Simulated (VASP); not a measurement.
# HPbNO4 (P1) in VASP: a series of runs

The runs below take HPbNO4 through relaxation of cell and atoms, single point, with PBE+D4, PBE0.

Everything below comes from runs of VASP 6.6.1. Logs are shortened: lines on timing, memory, paths and dates and some standing lists are left out, and cuts for length are marked.

### 1 The cell of the first run

The typed cell holds 7 atoms: a = 3.857 Å, b = 4.338 Å, c = 5.984 Å, α = 81.87°, β = 83.26°, γ = 87.68°.

### 2 Relaxation of cell and atoms, PBE+D4

Contents of INCAR:

```
SYSTEM = HPbNO4
ALGO     = Normal         ! electronic algorithm
EDIFF    = 1E-6           ! SCF threshold, eV
EDIFFG   = -0.02          ! ionic threshold
ENCUT    = 600            ! plane-wave cutoff, eV
GGA      = PE             ! functional
IBRION   = 2              ! ionic algorithm
ISIF     = 3              ! what is computed and relaxed
ISMEAR   = -1             ! smearing method
IVDW     = 13             ! dispersion correction
LASPH    = .True.         ! aspherical terms in the spheres
LCHARG   = .False.        ! write CHGCAR
LREAL    = .False.        ! projectors in reciprocal space
LWAVE    = .False.        ! write WAVECAR
NELM     = 80             ! most SCF steps
NSW      = 80             ! ionic steps
PREC     = Accurate       ! precision mode
SIGMA    = 0.05           ! smearing width, eV
```

Contents of KPOINTS:

```
k-points
0
Gamma
  4 4 3
  0 0 0
```

Contents of POSCAR:

```
HPbNO4
1.0
    3.8570700000      0.0017800000     -0.0365800000
    0.1735300000      4.3343600000     -0.0164700000
    0.7580300000      0.8387300000      5.8766200000
H Pb N O
1 1 1 4
Direct
    0.6151100000      0.8955900000      0.1984400000
    0.6459700000      0.4465100000      0.9168500000
    0.7147400000      0.2381000000      0.5005800000
    0.1695800000      0.4700700000      0.7776800000
    0.6291900000      0.9704500000      0.4984500000
    0.5642400000      0.9258300000      0.0384900000
    0.7802200000      0.4225000000      0.3195100000
```

Potentials or basis: VASP PAW PBE potentials, release 64 (H, Pb_d, N, O).

Command:

```
cat potpaw_PBE.64/H/POTCAR potpaw_PBE.64/Pb_d/POTCAR potpaw_PBE.64/N/POTCAR potpaw_PBE.64/O/POTCAR > POTCAR
mpirun -np 1 vasp_std > vasp.out
```

OUTCAR:

```text
SYSTEM = HPbNO4
   EDIFF = 1E-6
   EDIFFG = -0.02
   ENCUT = 600
   GGA = PE
   IBRION = 2
   ISIF = 3
   ISMEAR = -1
   IVDW = 13
   LASPH = .True.
   LREAL = .False.
   NELM = 80
   NSW = 80
   PREC = Accurate

 ion  position               nearest neighbor table
   1  0.615  0.896  0.198-   6 0.99
   2  0.646  0.447  0.917-   4 2.09   4 2.10   6 2.30   6 2.30   7 2.51   3 2.75
   3  0.715  0.238  0.501-   5 1.22   7 1.26   2 2.75
   4  0.170  0.470  0.778-   2 2.09   2 2.10
   5  0.629  0.970  0.498-   3 1.22
   6  0.564  0.926  0.038-   1 0.99   2 2.30   2 2.30
   7  0.780  0.422  0.320-   3 1.26   2 2.51

  LATTYP: Found a triclinic cell.
 ALAT       =     9.0022731292
 B/A-ratio  =     1.1034313029
 C/A-ratio  =     0.8320978899
 COS(alpha) =     0.0134657135
 COS(beta)  =     0.5861289562
 COS(gamma) =     0.8046043717

  Lattice vectors:

 A1 = (  -7.8876700000,  -4.3379200000,   0.0896300000)
 A2 = (  -7.1296400000,  -3.4991900000,   5.9662500000)
 A3 = (  -4.6151000000,  -0.8405100000,  -5.8400400000)

Analysis of symmetry for initial positions (statically):
=====================================================================
 Subroutine PRICEL returns:
 Original cell was already a primitive cell.

 Routine SETGRP: Setting up the symmetry group for a
 triclinic supercell.

 Subroutine GETGRP returns: Found  1 space group operations
 (whereof  1 operations were pure point group operations)
 out of a pool of  2 trial point group operations.

The static configuration has the point symmetry C_1 .

Analysis of symmetry for dynamics (positions and initial velocities):
=====================================================================
 Subroutine PRICEL returns:
 Original cell was already a primitive cell.

 Routine SETGRP: Setting up the symmetry group for a
 triclinic supercell.

 Subroutine GETGRP returns: Found  1 space group operations
 (whereof  1 operations were pure point group operations)
 out of a pool of  2 trial point group operations.

The dynamic configuration has the point symmetry C_1 .

 Subroutine INISYM returns: Found  1 space group operations
 (whereof  1 operations are pure point group operations),
 and found     1 'primitive' translations

----------------------------------------------------------------------------------------

                                     Primitive cell

  volume of cell :      98.4112

[... 93 lines left out ...]
   LNONCOLLINEAR =      F non collinear calculations
   LSORBIT =      F    spin-orbit coupling
   LASPH  =      T    aspherical Exc in radial PAW
   ENCUT  =  600.0 eV  44.10 Ry    6.64 a.u.   7.70  8.66 11.95*2*pi/ulx,y,z
   NELM   =     80;   NELMIN=  2; NELMDL= -5     # of ELM steps
   EDIFF  = 0.1E-05   stopping-criterion for ELM
   LREAL  =      F    real-space projection
   EDIFFG = -.2E-01   stopping-criterion for IOM
   NSW    =     80    number of steps for IOM
   IBRION =      2    ionic relax: 0-MD 1-quasi-New 2-CG
   NFREE  =      1    steps in history (QN), initial steepest desc. (CG)
   ISIF   =      3    stress and relaxation
   ISYM   =      2    0-nonsym 1-usesym 2-fastsym
   POTIM  = 0.5000    time-step for ionic-motion
   TEBEG  =    0.0;   TEEND  =   0.0 temperature during run
   PSTRESS=    0.0 pullay stress
   NELECT =      44.0000    total number of electrons
   NUPDOWN=      -1.0000    fix difference up-down
   EMIN   =  10.00;   EMAX   =-10.00  energy-range for DOS
   EFERMI =   0.00;   METHOD = LEGACY
   ISMEAR =    -1;   SIGMA  =   0.05  broadening in eV -4-tet -1-fermi 0-gaus
   EFERMI_NEDOS =   21; number of points for ismear=-14 and -15
   IALGO  =     38    algorithm
   IMIX   =      4    mixing-type and parameters
     AMIX     =   0.40;   BMIX     =  1.00
     AMIX_MAG =   1.60;   BMIX_MAG =  1.00
  volume/ion in A,a.u.               =      14.06        94.87
  Fermi-wavevector in a.u.,A,eV,Ry     =   1.251827  2.365609 21.321279  1.567070
  Thomas-Fermi vector in A             =   2.385756
   LORBIT       =      0    0 simple, 1 ext, 2 COOP (PROOUT), +10 PAW based schemes
   GGA     = PE    functional components
   LHFCALC =     F    Hartree Fock is set to
   AEXX    =    0.0000 exact exchange contribution
   IVDW    =    13    specifies the selected vdW correction
   LEPSILON=     F    determine dielectric tensor
   LRPA    =     F    only Hartree local field effects (RPA)
 conjugate gradient relaxation of ions
 non-spin polarized calculation
  energy-cutoff  :      600.00
  volume of cell :       98.41
 maximum number of plane-waves:      3298
 NGX is ok and might be reduce to    32
   NGX = 15   NGY = 17   NGZ = 23

--------------------------------------- Ionic step        1  -------------------------------------------

 number of electron      44.0000001 magnetization

 Free energy of the ion-electron system (eV)
  ---------------------------------------------------
  ext. energy  EPLUGINS =         0.00000000
  ---------------------------------------------------
  free energy    TOTEN  =       -38.67066029 eV

  energy without entropy =      -38.67030541  energy(sigma->0) =      -38.67048285

------------------------ aborting loop because EDIFF is reached ----------------------------------------

  DFT-D4 for vdW energy calculation

  Edisp (eV):   -0.83572
[... 120 lines left out ...]
  FREE ENERGIE OF THE ION-ELECTRON SYSTEM (eV)
  ---------------------------------------------------
  free  energy   TOTEN  =       -39.5126590513 eV

  energy  without entropy=      -39.5123700129  energy(sigma->0) =      -39.51251453

[... ionic steps 4 to 63 ...]

--------------------------------------- Ionic step       64  -------------------------------------------

 number of electron      44.0000001 magnetization

------------------------ aborting loop because EDIFF is reached ----------------------------------------
[... 85 lines left out ...]
--------------------------------------- Ionic step       66  -------------------------------------------

 number of electron      44.0000001 magnetization

 Free energy of the ion-electron system (eV)
  ---------------------------------------------------
  ext. energy  EPLUGINS =         0.00000000
  ---------------------------------------------------
  free energy    TOTEN  =       -38.64187633 eV

  energy without entropy =      -38.64177608  energy(sigma->0) =      -38.64182620

 E-fermi :   1.8920     XC(G=0):  -9.3754

 val. band max:        1.4752022162   @ k =  -0.2500   0.2500   0.3333
 cond. band min:       2.2229945659   @ k =  -0.0000   0.0000   0.3333
 fundamental gap:      0.7477923497
 Fermi energy:         1.8919702254

 k-point     1 :       0.0000    0.0000    0.0000
  band No.  band energies     occupation
      1     -23.0327      2.00000
      2     -18.6799      2.00000
      3     -17.0403      2.00000
      4     -16.5254      2.00000
      5     -14.3205      2.00000
      6     -14.2040      2.00000
[... 685 lines left out ...]
     25       8.0498      0.00000
     26       8.8548      0.00000

 [... further k-points ...]

------------------------ aborting loop because EDIFF is reached ----------------------------------------

  DFT-D4 for vdW energy calculation

  Edisp (eV):   -0.93766
[... 30 lines left out ...]
  FREE ENERGIE OF THE ION-ELECTRON SYSTEM (eV)
  ---------------------------------------------------
  free  energy   TOTEN  =       -39.5795363327 eV

  energy  without entropy=      -39.5794360797  energy(sigma->0) =      -39.57948621

 reached required accuracy - stopping structural energy minimisation
```

OSZICAR:

```text
N       E                     dE             d eps       ncg     rms          rms(c)
DAV:   1     0.532279991689E+03    0.53228E+03   -0.24643E+04  1352   0.197E+03
DAV:   2     0.178650749382E+02   -0.51441E+03   -0.50027E+03  1606   0.498E+02
[... 567 lines left out ...]
  65 F= -.39579482E+02 E0= -.39579432E+02  d E =-.446655E-04
       N       E                     dE             d eps       ncg     rms          rms(c)
DAV:   1    -0.386418460422E+02    0.79536E-05   -0.14510E-02  1352   0.891E-01    0.278E-02
DAV:   2    -0.386418783089E+02   -0.32267E-04   -0.39706E-04  1760   0.186E-01    0.159E-02
DAV:   3    -0.386418768958E+02    0.14132E-05   -0.15097E-05  1932   0.324E-02    0.895E-03
DAV:   4    -0.386418763285E+02    0.56727E-06   -0.28058E-06   772   0.167E-02
  66 F= -.39579536E+02 E0= -.39579486E+02  d E =-.545866E-04
```

Wall time 72 min (1 thread of Intel Xeon 8259CL, shared host); peak memory 0.31 GiB.

Results:

```yaml
Free_energy: -39.5795 eV
Relaxed_volume: 12.68 Å³/atom
Relaxed_cell: a = 3.755 Å, b = 4.207 Å, c = 5.844 Å, α = 79.62°, β = 78.78°, γ = 83.21°
Space_group_after_relaxing_to_0.1_Å: P1 (No. 1)
Energy_gained_by_relaxing: 10.5 meV/atom
Ionic_steps: 66
Pressure_after_relaxing: 0.0 GPa
Largest_force_after_relaxing: 0.019 eV/Å
Band_gap_on_the_k_mesh: 0.75 eV (least direct gap 0.79 eV)
Dispersion_energy_per_atom: -0.134 eV
```

Forces in eV/Å, atoms in the order of the input:
```
H   -0.002 -0.004  0.019
Pb   0.012  0.010  0.007
N   -0.001 -0.013 -0.006
O   -0.009  0.005 -0.014
O   -0.002  0.007 -0.004
O   -0.010 -0.004 -0.014
O    0.012 -0.001  0.014
```

Step by step:
```tsv
step	energy change (eV)	largest force (eV/Å)	pressure (GPa)	volume (Å³)
1	0.0000	0.6070	-0.88	98.41
3	-0.0063	0.2817	-1.59	98.09
5	-0.0194	0.3074	-0.39	95.56
7	-0.0220	0.1631	0.16	94.93
9	-0.0255	0.2847	-0.07	94.32
11	-0.0270	0.1507	-0.01	94.33
13	-0.0312	0.1444	-0.01	93.91
15	-0.0354	0.1565	-0.13	93.40
17	-0.0379	0.1376	-0.10	92.75
19	-0.0398	0.1518	0.06	92.33
21	-0.0436	0.1863	-0.10	91.80
23	-0.0471	0.2224	0.12	91.11
25	-0.0495	0.3304	-0.19	90.64
27	-0.0522	0.2246	0.17	89.98
29	-0.0573	0.2539	0.33	89.52
31	-0.0601	0.2260	0.14	89.40
33	-0.0621	0.2064	0.32	89.40
35	-0.0652	0.1355	-0.11	89.57
37	-0.0659	0.0906	-0.22	89.57
39	-0.0666	0.0736	-0.14	89.44
41	-0.0674	0.0833	0.03	89.17
43	-0.0687	0.0977	0.03	88.88
45	-0.0698	0.0582	0.26	88.64
47	-0.0707	0.1351	0.09	88.63
49	-0.0712	0.2128	-0.02	88.70
51	-0.0720	0.0397	0.08	88.69
53	-0.0721	0.0320	0.01	88.72
55	-0.0722	0.0540	-0.06	88.76
57	-0.0724	0.0535	-0.07	88.83
59	-0.0728	0.0527	-0.02	88.83
61	-0.0729	0.0415	-0.12	88.82
63	-0.0731	0.0344	0.03	88.75
65	-0.0731	0.0292	0.02	88.74
66	-0.0732	0.0192	0.00	88.74
```

Final structure:
```
H Pb N O
1.0
     3.75082    0.14639    0.09100
     0.33305    4.19363    0.04737
     0.96400    0.91582    5.69059
H Pb N O
1 1 1 4
Cartesian
  2.6631 4.0350 1.3358
  3.4056 2.8439 5.2931
  3.4017 1.4639 2.9013
  1.5449 2.8775 4.3622
  3.2010 4.5437 2.9538
  2.2673 4.0501 0.4231
  3.5544 2.0874 1.8070
```

Levels at points of the mesh, in eV from the valence-band top:
| k point | band 20 | band 21 | band 22 | band 23 | band 24 | band 25 |
| --- | --- | --- | --- | --- | --- | --- |
| (0.00, 0.00, 0.00) | -1.08 | -0.84 | -0.31 | 1.28 | 2.85 | 5.68 |
| (0.50, 0.00, 0.00) | -1.14 | -0.73 | -0.06 | 1.52 | 3.16 | 6.96 |
| (0.00, 0.50, 0.00) | -1.10 | -0.79 | -0.29 | 1.78 | 2.88 | 6.19 |
| (0.50, 0.50, 0.00) | -1.25 | -0.61 | -0.03 | 2.85 | 3.31 | 6.53 |

Caveat: the standard files for N, O and F lose accuracy on very short bonds; spin-orbit coupling is left out, which moves the levels of the heavy elements. A k mesh can miss the band edges.

### 3 Single point, PBE0

POSCAR is that of step 2.

Contents of INCAR.step1:

```
SYSTEM = HPbNO4
ALGO = Normal
EDIFF = 1E-5
ENCUT = 520
GGA = PE
ISIF = 2
ISMEAR = -1
LASPH = .TRUE.
LCHARG = .FALSE.
LREAL = .FALSE.
LWAVE = .TRUE.
NBANDS = 31
NELM = 80
PREC = Accurate
SIGMA = 0.05
```

Contents of INCAR.step2:

```
SYSTEM = HPbNO4
AEXX = 0.25
ALGO = Normal
EDIFF = 1E-7
ENCUT = 520
GGA = PE
ISIF = 2
ISMEAR = -1
ISTART = 1
LASPH = .TRUE.
LCHARG = .FALSE.
LHFCALC = .TRUE.
LREAL = .FALSE.
LWAVE = .FALSE.
NBANDS = 31
NELM = 80
PREC = Accurate
PRECFOCK = Fast
SIGMA = 0.05
```

Contents of KPOINTS:

```
k-points
0
G
  3 3 2
  0 0 0
```

Potentials or basis: VASP PAW PBE potentials, release 64 (H, Pb_d, N, O).

Command:

```
cat potpaw_PBE.64/H/POTCAR potpaw_PBE.64/Pb_d/POTCAR potpaw_PBE.64/N/POTCAR potpaw_PBE.64/O/POTCAR > POTCAR
cp INCAR.step1 INCAR
mpirun -np 1 vasp_std > vasp.out
cp INCAR.step2 INCAR
mpirun -np 1 vasp_std > vasp.out
```

OUTCAR:

```text
SYSTEM = HPbNO4
   AEXX = 0.25
   EDIFF = 1E-7
   ENCUT = 520
   GGA = PE
   ISIF = 2
   ISMEAR = -1
   ISTART = 1
   LASPH = .TRUE.
   LHFCALC = .TRUE.
   LREAL = .FALSE.
   NELM = 80
   PREC = Accurate
   PRECFOCK = Fast

 ion  position               nearest neighbor table
   1  0.615  0.896  0.198-   6 0.99
   2  0.646  0.447  0.917-   4 2.09   4 2.10   6 2.30   6 2.30   7 2.51   3 2.75
   3  0.715  0.238  0.501-   5 1.22   7 1.26   2 2.75
   4  0.170  0.470  0.778-   2 2.09   2 2.10
   5  0.629  0.970  0.498-   3 1.22
   6  0.564  0.926  0.038-   1 0.99   2 2.30   2 2.30
   7  0.780  0.422  0.320-   3 1.26   2 2.51

  LATTYP: Found a triclinic cell.
 ALAT       =     9.0022731292
 B/A-ratio  =     1.1034313029
 C/A-ratio  =     0.8320978899
 COS(alpha) =     0.0134657135
 COS(beta)  =     0.5861289562
 COS(gamma) =     0.8046043717

  Lattice vectors:

 A1 = (  -7.8876700000,  -4.3379200000,   0.0896300000)
 A2 = (  -7.1296400000,  -3.4991900000,   5.9662500000)
[... 178 lines left out ...]

 E-fermi :   0.2216     XC(G=0):  -6.8833

 val. band max:       -0.5622224404   @ k =   0.3333   0.0000   0.0000
 cond. band min:       0.9220039977   @ k =   0.0000   0.0000   0.5000
 fundamental gap:      1.4842264381
 Fermi energy:         0.2215797152

 k-point     1 :       0.0000    0.0000    0.0000
  band No.  band energies     occupation
      1     -27.3099      2.00000
      2     -22.6522      2.00000
      3     -20.9475      2.00000
      4     -20.4621      2.00000
      5     -17.9156      2.00000
      6     -17.8197      2.00000
[... 329 lines left out ...]
     30      12.9106      0.00000
     31      13.1647      0.00000

------------------------ aborting loop because EDIFF is reached ----------------------------------------

  FORCE on cell =-STRESS in cart. coord.  units (eV):
  Direction    XX          YY          ZZ          XY          YZ          ZX
  --------------------------------------------------------------------------------------
  -------------------------------------------------------------------------------------
  Total       -3.3279253     -3.8134432     -3.5158254     -0.4052635      0.3332306     -0.1935127
  in kB      -54.1800630    -62.0845049    -57.2391582     -6.5978654      5.4251378     -3.1504712
  external PRESSURE =     -57.8345754 kB  Pullay stress =       0.0000000 kB

 VOLUME and BASIS-vectors are now :
 -----------------------------------------------------------------------------
  energy-cutoff  :      520.00
  volume of cell :       98.41
      direct lattice vectors                 reciprocal lattice vectors
     3.857070000  0.001780000 -0.036580000     0.258966393 -0.010489196 -0.031907234
     0.173530000  4.334360000 -0.016470000    -0.000418053  0.230606447 -0.032858965
     0.758030000  0.838730000  5.876620000     0.001610808  0.000581013  0.169875140

 POSITION                                       TOTAL-FORCE (eV/Angst)
 -----------------------------------------------------------------------------------
      2.67836      4.04934      1.12891        -0.160037     -0.025425     -0.323984
      3.26403      2.70547      5.35700         0.033634     -0.055031     -0.269966
      3.17757      1.45313      2.91165        -0.077991     -0.029743      0.075550
      1.32516      2.69002      4.55618        -0.045576      0.033289      0.702373
      2.97307      4.62546      2.89020         0.196924      0.609638     -0.261414
      2.36615      4.04617      0.19030         0.295122      0.007577      0.102099
      3.32488      2.10064      1.84214        -0.242077     -0.540306     -0.024658
 -----------------------------------------------------------------------------------
    total drift:                                0.001761     -0.000421      0.007586

  FREE ENERGIE OF THE ION-ELECTRON SYSTEM (eV)
  ---------------------------------------------------
  free  energy   TOTEN  =       -52.6703831447 eV

  energy  without entropy=      -52.6703829981  energy(sigma->0) =      -52.67038307
```

OUTCAR.step1:

```text
SYSTEM = HPbNO4
   EDIFF = 1E-5
   ENCUT = 520
   GGA = PE
   ISIF = 2
[... 569 lines left out ...]
      1.32516      2.69002      4.55618        -0.020322     -0.005057      0.031454
      2.97307      4.62546      2.89020        -0.160175     -0.545511      0.063636
      2.36615      4.04617      0.19030        -0.015727      0.004589     -0.029233
      3.32488      2.10064      1.84214         0.074309      0.217935     -0.274748
 -----------------------------------------------------------------------------------
    total drift:                                0.001439      0.001797     -0.004516

  FREE ENERGIE OF THE ION-ELECTRON SYSTEM (eV)
  ---------------------------------------------------
  free  energy   TOTEN  =       -38.6695339403 eV

  energy  without entropy=      -38.6651664519  energy(sigma->0) =      -38.66735020
```

OSZICAR.step1:

```text
N       E                     dE             d eps       ncg     rms          rms(c)
DAV:   1     0.477581307062E+03    0.47758E+03   -0.22364E+04   620   0.150E+03
DAV:   2     0.153289915352E+02   -0.46225E+03   -0.43246E+03   692   0.413E+02
DAV:   3    -0.410561394224E+02   -0.56385E+02   -0.55403E+02   800   0.156E+02
DAV:   4    -0.430406541601E+02   -0.19845E+01   -0.19767E+01   747   0.325E+01
DAV:   5    -0.431203192688E+02   -0.79665E-01   -0.79629E-01   860   0.637E+00    0.138E+01
DAV:   6    -0.389947604830E+02    0.41256E+01   -0.16568E+01  1000   0.378E+01    0.677E+00
DAV:   7    -0.387789638653E+02    0.21580E+00   -0.37762E+00   799   0.120E+01    0.373E+00
DAV:   8    -0.386992395539E+02    0.79724E-01   -0.90706E-01   908   0.562E+00    0.241E+00
DAV:   9    -0.386666992022E+02    0.32540E-01   -0.15881E-01   856   0.283E+00    0.543E-01
DAV:  10    -0.386690016399E+02   -0.23024E-02   -0.21579E-02   840   0.100E+00    0.187E-01
DAV:  11    -0.386692030792E+02   -0.20144E-03   -0.20358E-03   921   0.296E-01    0.103E-01
DAV:  12    -0.386695036180E+02   -0.30054E-03   -0.69800E-04   718   0.175E-01    0.330E-02
DAV:  13    -0.386695245283E+02   -0.20910E-04   -0.11068E-04   760   0.757E-02    0.143E-02
DAV:  14    -0.386695339403E+02   -0.94120E-05   -0.27380E-05   652   0.342E-02
   1 F= -.38669534E+02 E0= -.38667350E+02  d E =-.436749E-02
```

Run time: 10 min. Hardware: 1 thread of AMD EPYC 7R13 (Zen 3), shared host; peak memory 0.21 GiB.

Results:

```yaml
Free_energy: -52.6704 eV
Pressure: -5.8 GPa
Largest_force: 0.705 eV/Å
Band_gap_on_the_k_mesh: 1.48 eV (least direct gap 1.56 eV)
```

Forces on the atoms (eV/Å):
```
H   -0.160 -0.025 -0.324
Pb   0.034 -0.055 -0.270
N   -0.078 -0.030  0.076
O   -0.046  0.033  0.702
O    0.197  0.610 -0.261
O    0.295  0.008  0.102
O   -0.242 -0.540 -0.025
```

Caveat: the k points lie up to 0.55 Å⁻¹ apart; the standard files for N, O and F lose accuracy on very short bonds; the PAW data sets were made with another functional, which shifts forces and pressure a little; spin-orbit coupling is left out, which moves the levels of the heavy elements.
